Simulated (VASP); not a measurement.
The system is HgH2.

```
Hg H
1.0
     3.56008    0.00000    0.00000
     0.00000    3.56008    0.00000
     0.00000    0.00000    5.43197
Hg H
2 4
Direct
  0.00000 0.50000 0.70000
  0.50000 0.00000 0.30000
  0.00000 0.00000 0.00000
  0.50000 0.50000 0.00000
  0.00000 0.50000 0.27000
  0.50000 0.00000 0.73000
```

```yaml
Program: VASP 6.6.1
Task: relaxation of cell and atoms
Functional: PBE
Potentials_or_basis: VASP PAW PBE potentials, release 64 (Hg_sv_GW, H)
Cutoff: 500 eV
k_mesh: 6 × 6 × 4
Occupations: gaussian, width 0.1 eV
Spin: no spin polarisation
```

At the start: pressure -5.8 GPa; volume 11.47 Å³/atom.

Problem. How do energy, volume and symmetry change on relaxing?

Solution. Over 44 steps the energy falls by 405.3 meV/atom and the volume is 14.23 Å³/atom (+24.0 %); space group P4/nmm (No. 129, to 0.1 Å) before and after.

The path:
| step | energy change (eV) | largest force (eV/Å) | pressure (GPa) | volume (Å³) |
| --- | --- | --- | --- | --- |
| 1 | 0.0000 | 1.1227 | -5.83 | 68.85 |
| 3 | -0.5278 | 1.2212 | 10.91 | 56.72 |
| 5 | -0.8716 | 0.8512 | 19.27 | 55.56 |
| 7 | -1.8313 | 1.5521 | 5.66 | 66.74 |
| 9 | -2.0815 | 0.4818 | -1.60 | 73.98 |
| 11 | -2.1062 | 0.4529 | -1.19 | 73.47 |
| 13 | -2.1884 | 0.2732 | 2.94 | 69.36 |
| 15 | -2.2264 | 0.1507 | 1.64 | 71.43 |
| 17 | -2.2678 | 0.0648 | -0.04 | 75.54 |
| 19 | -2.2740 | 0.1389 | -0.36 | 76.19 |
| 21 | -2.3148 | 0.1129 | 0.21 | 77.18 |
| 23 | -2.2972 | 1.2633 | 4.67 | 79.79 |
| 25 | -2.3428 | 0.7308 | 3.02 | 79.20 |
| 27 | -2.3556 | 0.6693 | 2.85 | 79.71 |
| 29 | -2.3876 | 0.4970 | 2.39 | 81.63 |
| 31 | -2.3861 | 0.4106 | 2.52 | 84.55 |
| 33 | -2.4154 | 0.2608 | 0.86 | 85.62 |
| 35 | -2.4185 | 0.3539 | 0.12 | 86.14 |
| 37 | -2.4256 | 0.0633 | -0.17 | 86.75 |
| 39 | -2.4263 | 0.0491 | -0.18 | 86.66 |
| 41 | -2.4300 | 0.0491 | -0.31 | 86.10 |
| 43 | -2.4308 | 0.0613 | -0.40 | 85.74 |
| 44 | -2.4315 | 0.0190 | -0.20 | 85.38 |

Final structure:
```cif
data_structure
_symmetry_space_group_name_H-M 'P 1'
_symmetry_Int_Tables_number 1
_cell_length_a 3.6976
_cell_length_b 3.6976
_cell_length_c 6.2448
_cell_angle_alpha 90.000
_cell_angle_beta 90.000
_cell_angle_gamma 90.000
_cell_volume 85.38
loop_
_atom_site_label
_atom_site_type_symbol
_atom_site_fract_x
_atom_site_fract_y
_atom_site_fract_z
_atom_site_occupancy
Hg1 Hg 0.00000 0.50000 0.82021 1
Hg2 Hg 0.50000 0.00000 0.17979 1
H1 H 0.00000 0.00000 0.00000 1
H2 H 0.50000 0.50000 0.00000 1
H3 H 0.00000 0.50000 0.55665 1
H4 H 0.50000 0.00000 0.44335 1
```

Caveat: the volume moved by over 15 % at a fixed basis, so the end points are rough.
